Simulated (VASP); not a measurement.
# TaN (P6_3/mmc) in VASP: a series of runs, part 3 of 4

VASP 6.6.1. The steps go on from the part before.

## 4. Electric field gradients, PBE (equal xx and yy strain of -1 %)

Contents of INCAR:

```
SYSTEM = TaN
PREC = Accurate ; ENCUT = 520
EDIFF = 1E-8 ; ISMEAR = -1
SIGMA = 0.01 ; LREAL = .FALSE.
LASPH = .TRUE. ; NELM = 60
ALGO = Normal ; ISIF = 2
LWAVE = .FALSE. ; LCHARG = .FALSE.
GGA = PE ; LEFG = .TRUE.
NBANDS = 24
```

Contents of KPOINTS:

```
regular mesh
0
G
  9 9 5
  0 0 0
```

Contents of POSCAR:

```
TaN
1.0
    3.0175219588      0.0000000000      0.0000000000
   -1.5087609794      2.6132506728      0.0000000000
    0.0000000000      0.0000000000      4.9180000000
Ta N
2 2
Direct
    0.0000000000      0.0000000000      0.0000000000
    0.0000000000      0.0000000000      0.5000000000
    0.3333333333      0.6666666667      0.2500000000
    0.6666666667      0.3333333333      0.7500000000
```

Potentials or basis: VASP PAW PBE potentials, release 64 (Ta_pv, N).

Launch:

```console
> cat potpaw_PBE.64/Ta_pv/POTCAR potpaw_PBE.64/N/POTCAR > POTCAR
> mpirun -np 1 vasp_std > vasp.out
```

OUTCAR:

```text
SYSTEM = TaN
   PREC = Accurate
   ENCUT = 520
   EDIFF = 1E-8
   ISMEAR = -1
   LREAL = .FALSE.
   LASPH = .TRUE.
   NELM = 60
   ISIF = 2
   GGA = PE

 ion  position               nearest neighbor table
   1  0.000  0.000  0.000-   3 2.13   4 2.13   4 2.13   3 2.13   4 2.13   3 2.13   2 2.46   2 2.46

   2  0.000  0.000  0.500-   3 2.13   4 2.13   4 2.13   3 2.13   4 2.13   3 2.13   1 2.46   1 2.46

   3  0.333  0.667  0.250-   1 2.13   2 2.13   1 2.13   2 2.13   1 2.13   2 2.13
   4  0.667  0.333  0.750-   1 2.13   2 2.13   1 2.13   2 2.13   1 2.13   2 2.13

  LATTYP: Found a hexagonal cell.
 ALAT       =     3.0175219588
 C/A-ratio  =     1.6298141545

  Lattice vectors:

 A1 = (   3.0175219588,   0.0000000000,   0.0000000000)
 A2 = (  -1.5087609794,   2.6132506728,   0.0000000000)
 A3 = (   0.0000000000,   0.0000000000,   4.9180000000)

Analysis of symmetry for initial positions (statically):
=====================================================================
 Subroutine PRICEL returns:
 Original cell was already a primitive cell.

 Routine SETGRP: Setting up the symmetry group for a
 hexagonal supercell.

 Subroutine GETGRP returns: Found 24 space group operations
 (whereof 12 operations were pure point group operations)
 out of a pool of 24 trial point group operations.

The static configuration has the point symmetry D_3d.
 The point group associated with its full space group is D_6h.

Analysis of symmetry for dynamics (positions and initial velocities):
=====================================================================
 Subroutine PRICEL returns:
 Original cell was already a primitive cell.

 Routine SETGRP: Setting up the symmetry group for a
 hexagonal supercell.

 Subroutine GETGRP returns: Found 24 space group operations
 (whereof 12 operations were pure point group operations)
 out of a pool of 24 trial point group operations.

The dynamic configuration has the point symmetry D_3d.
 The point group associated with its full space group is D_6h.

 Subroutine INISYM returns: Found 24 space group operations
 (whereof 12 operations are pure point group operations),
 and found     1 'primitive' translations

----------------------------------------------------------------------------------------

                                     Primitive cell

  volume of cell :      38.7811

  direct lattice vectors                    reciprocal lattice vectors
     3.017521959  0.000000000  0.000000000     0.331397754  0.191332583  0.000000000
    -1.508760979  2.613250673  0.000000000     0.000000000  0.382665165  0.000000000
     0.000000000  0.000000000  4.918000000     0.000000000  0.000000000  0.203334689

  length of vectors
[... 87 lines left out ...]
   LREAL  =      F    real-space projection
   EDIFFG = 0.1E-06   stopping-criterion for IOM
   NSW    =      0    number of steps for IOM
   IBRION =     -1    ionic relax: 0-MD 1-quasi-New 2-CG
   NFREE  =      0    steps in history (QN), initial steepest desc. (CG)
   ISIF   =      2    stress and relaxation
   ISYM   =      2    0-nonsym 1-usesym 2-fastsym
   POTIM  = 0.5000    time-step for ionic-motion
   TEBEG  =    0.0;   TEEND  =   0.0 temperature during run
   PSTRESS=    0.0 pullay stress
   NELECT =      32.0000    total number of electrons
   NUPDOWN=      -1.0000    fix difference up-down
   EMIN   =  10.00;   EMAX   =-10.00  energy-range for DOS
   EFERMI =   0.00;   METHOD = LEGACY
   ISMEAR =    -1;   SIGMA  =   0.01  broadening in eV -4-tet -1-fermi 0-gaus
   EFERMI_NEDOS =   21; number of points for ismear=-14 and -15
   IALGO  =     38    algorithm
   IMIX   =      4    mixing-type and parameters
     AMIX     =   0.40;   BMIX     =  1.00
     AMIX_MAG =   1.60;   BMIX_MAG =  1.00
  volume/ion in A,a.u.               =       9.70        65.43
  Fermi-wavevector in a.u.,A,eV,Ry     =   1.535506  2.901685 32.079521  2.357778
  Thomas-Fermi vector in A             =   2.642285
   LORBIT       =      0    0 simple, 1 ext, 2 COOP (PROOUT), +10 PAW based schemes
   GGA     = PE    functional components
   LHFCALC =     F    Hartree Fock is set to
   AEXX    =    0.0000 exact exchange contribution
   IVDW    =     0    specifies the selected vdW correction
   LEPSILON=     F    determine dielectric tensor
   LRPA    =     F    only Hartree local field effects (RPA)
 non-spin polarized calculation
  energy-cutoff  :      520.00
  volume of cell :       38.78
 maximum number of plane-waves:      1087
 NGX is ok and might be reduce to    24
   NGX = 11   NGY = 11   NGZ = 19

 number of electron      32.0000000 magnetization

 Free energy of the ion-electron system (eV)
  ---------------------------------------------------
  ext. energy  EPLUGINS =         0.00000000
  ---------------------------------------------------
  free energy    TOTEN  =       -41.11363286 eV

  energy without entropy =      -41.11236162  energy(sigma->0) =      -41.11299724

 E-fermi :  10.1123     XC(G=0): -13.8664

 val. band max:       10.0924454785   @ k =   0.2222   0.2222   0.4000
 cond. band min:      10.1133631609   @ k =   0.3333   0.2222   0.2000
 fundamental gap:      0.0209176824
 Fermi energy:        10.1122776549

 k-point     1 :       0.0000    0.0000    0.0000
  band No.  band energies     occupation
      1     -27.0621      2.00000
      2     -25.1507      2.00000
      3     -25.1507      2.00000
      4     -24.7730      2.00000
      5     -24.7730      2.00000
      6     -23.9903      2.00000
[... 637 lines left out ...]
     23      17.7578      0.00000
     24      17.7578      0.00000

 [... further k-points ...]
[... 5 lines left out ...]
  --------------------------------------------------------------------------------------
  -------------------------------------------------------------------------------------
  Total        9.6191837      9.6191837     32.3244144      0.0000000     -0.0000000     -0.0000000
  in kB      397.4008282    397.4008282   1335.4302631      0.0000000     -0.0000000     -0.0000000
  external PRESSURE =     710.0773065 kB  Pullay stress =       0.0000000 kB

 VOLUME and BASIS-vectors are now :
 -----------------------------------------------------------------------------
  energy-cutoff  :      520.00
  volume of cell :       38.78
      direct lattice vectors                 reciprocal lattice vectors
     3.017521959  0.000000000  0.000000000     0.331397754  0.191332583  0.000000000
    -1.508760979  2.613250673  0.000000000     0.000000000  0.382665165  0.000000000
     0.000000000  0.000000000  4.918000000     0.000000000  0.000000000  0.203334689

 POSITION                                       TOTAL-FORCE (eV/Angst)
 -----------------------------------------------------------------------------------
      0.00000      0.00000      0.00000        -0.000000      0.000000      0.000000
      0.00000      0.00000      2.45900        -0.000000      0.000000      0.000000
     -0.00000      1.74217      1.22950         0.000000      0.000000     -0.000000
      1.50876      0.87108      3.68850         0.000000     -0.000000      0.000000
 -----------------------------------------------------------------------------------
    total drift:                               -0.000000      0.000000      0.000000

  FREE ENERGIE OF THE ION-ELECTRON SYSTEM (eV)
  ---------------------------------------------------
  free  energy   TOTEN  =       -41.1136328588 eV

  energy  without entropy=      -41.1123616211  energy(sigma->0) =      -41.11299724

 Electric field gradients (V/A^2)
---------------------------------------------------------------------
 ion       V_xx      V_yy      V_zz      V_xy      V_xz      V_yz
---------------------------------------------------------------------
   1      90.558    90.558  -181.116    -0.000    -0.000     0.000
   2      90.558    90.558  -181.116    -0.000     0.000    -0.000
   3      -1.810    -1.809     3.619     0.001     0.000    -0.000
   4      -1.810    -1.809     3.619     0.001    -0.000     0.000
---------------------------------------------------------------------

 Electric field gradients after diagonalization (V/A^2)
 (convention: |V_zz| > |V_xx| > |V_yy|)
----------------------------------------------------------------------
 ion       V_xx      V_yy      V_zz     asymmetry (V_yy - V_xx)/ V_zz
----------------------------------------------------------------------
   1      90.558    90.558  -181.116       0.000
   2      90.558    90.558  -181.116       0.000
   3      -1.810    -1.808     3.619       0.001
   4      -1.810    -1.808     3.619       0.001
----------------------------------------------------------------------

           NMR quadrupolar parameters

 Cq : quadrupolar parameter    Cq=e*Q*V_zz/h
 eta: asymmetry parameters     (V_yy - V_xx)/ V_zz
 Q  : nuclear electric quadrupole moment in mb (millibarn)
----------------------------------------------------------------------
 ion       Cq(MHz)       eta       Q (mb)
----------------------------------------------------------------------
   1      -0.438       0.000       1.000
   2      -0.438       0.000       1.000
   3       0.009       0.001       1.000
   4       0.009       0.001       1.000
----------------------------------------------------------------------
```

OSZICAR:

```text
N       E                     dE             d eps       ncg     rms          rms(c)
DAV:   1     0.281521201938E+03    0.28152E+03   -0.17430E+04  1728   0.143E+03
DAV:   2    -0.327788824292E+02   -0.31430E+03   -0.29931E+03  2112   0.426E+02
DAV:   3    -0.463300945403E+02   -0.13551E+02   -0.13343E+02  2160   0.856E+01
DAV:   4    -0.464782028399E+02   -0.14811E+00   -0.14775E+00  1992   0.932E+00
DAV:   5    -0.464798853790E+02   -0.16825E-02   -0.16813E-02  2232   0.814E-01    0.423E+01
DAV:   6    -0.412770133812E+02    0.52029E+01   -0.18971E+01  2072   0.310E+01    0.191E+01
DAV:   7    -0.411589967572E+02    0.11802E+00   -0.11082E+00  1928   0.756E+00    0.113E+01
DAV:   8    -0.411199616398E+02    0.39035E-01   -0.11465E-01  2112   0.253E+00    0.155E+00
DAV:   9    -0.411138029131E+02    0.61587E-02   -0.17421E-02  2040   0.846E-01    0.405E-01
DAV:  10    -0.411137201696E+02    0.82743E-04   -0.19696E-03  2104   0.362E-01    0.782E-02
DAV:  11    -0.411136332270E+02    0.86943E-04   -0.20401E-04  2072   0.117E-01    0.121E-02
DAV:  12    -0.411136340569E+02   -0.82986E-06   -0.76467E-06  2080   0.210E-02    0.650E-03
DAV:  13    -0.411136329559E+02    0.11010E-05   -0.57468E-07  2088   0.486E-03    0.356E-03
DAV:  14    -0.411136328372E+02    0.11876E-06   -0.38068E-08  1856   0.158E-03    0.941E-04
DAV:  15    -0.411136328244E+02    0.12781E-07   -0.84073E-09  1192   0.605E-04    0.325E-04
DAV:  16    -0.411136328526E+02   -0.28234E-07   -0.16247E-09   984   0.302E-04    0.460E-05
DAV:  17    -0.411136328588E+02   -0.62155E-08   -0.24042E-10   968   0.103E-04
   1 F= -.41113633E+02 E0= -.41112997E+02  d E =-.127124E-02
```

Wall time 56 s (1 thread of AMD EPYC 7R13, shared host); peak memory 0.15 GiB.

Results:

```
Free energy            : -41.1136 eV
Pressure               : 71.0 GPa
Band gap on the k mesh : zero (band 16 reaches 10.70 eV, above the bottom of band 17 at 8.33 eV)
```

Electric field gradients, principal values (V/Å²):
```
atom   least  middle  greatest (by size)
1 Ta  90.558  90.558            -181.116
2 Ta  90.558  90.558            -181.116
 3 N  -1.808  -1.810               3.619
 4 N  -1.808  -1.810               3.619
```

Caveat: the cell differs from its parent crystal (equal xx and yy strain of -1 %); without QUAD_EFG the Cq values of the log hold for a quadrupole moment of 1 mb, not for the nuclei; spin-orbit coupling is left out, which moves the levels of the heavy elements.

(Part 3 of 4 ends here.)
